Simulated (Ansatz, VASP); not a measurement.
Pb in VASP and in Ansatz

```
Pb
1.0
     3.48000    0.00000    0.00000
    -1.74000    3.01377    0.00000
     0.00000    0.00000    5.81360
Pb
2
Cartesian
  0.0000 2.0092 1.4534
  1.7400 1.0046 4.3602
```

Change from the starting cell: strain +0.000 along x and y, +0.040 along z, atoms carried along.

Alike in both runs: task single point; functional r2SCAN; k mesh 18 × 18 × 10; occupations gaussian, width 0.15 eV; no spin polarisation.

|  | VASP | Ansatz |
| --- | --- | --- |
| version | VASP 6.6.1 | Ansatz 0.2.0 |
| potentials or method | VASP PAW PBE potentials, release 64 (Pb_d), cutoff 520 eV | scalar-relativistic, plane waves, PAW |
| valence electrons in the cell | 28 | 28 |

|  | VASP | Ansatz | Ansatz less VASP |
| --- | --- | --- | --- |
| gap on the k mesh at the Fermi level (eV) | none | none | - |
| pressure (GPa) | 0.7 | 0.7 | +0.02 |
| traceless stress, the component that is largest in VASP (GPa) | -0.06 | -0.05 | +0.006 |

VASP's potentials were made for PBE, not for r2SCAN. A gap of «none» marks a metal or a gap that the smearing closes.

Spin-orbit coupling is off throughout.
